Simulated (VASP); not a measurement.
Input of a VASP 6.6.1 run:

Contents of INCAR:

```
SYSTEM = Li
PREC = Accurate
ENCUT = 520
EDIFF = 1E-6
ISMEAR = -1
SIGMA = 0.1
LREAL = .FALSE.
LASPH = .TRUE.
NELM = 100
ALGO = Normal
ISIF = 2
LWAVE = .FALSE.
LCHARG = .TRUE.
GGA = PE
LELF = .TRUE.
LVHAR = .TRUE.
NBANDS = 8
```

Contents of KPOINTS:

```
Automatic mesh
0
G
  19 19 19
  0 0 0
```

The input POSCAR:

```
Li
1.0
    2.6199980943      0.0000000000      0.0000000000
    0.0000000000      2.6199980943      0.0000000000
    0.0000000000      0.0000000000      2.6199980943
Li
1
Direct
    0.0000000000      0.0000000000      0.0000000000
```

Potentials or basis: VASP PAW PBE potentials, release 64 (Li_sv).

Run with:

```console
$ cat potpaw_PBE.64/Li_sv/POTCAR > POTCAR
$ mpirun -np 1 vasp_std > vasp.out
```

What does it give for the band gap on the k mesh?

Zero (an odd number of electrons rules out a gap without spin polarisation).
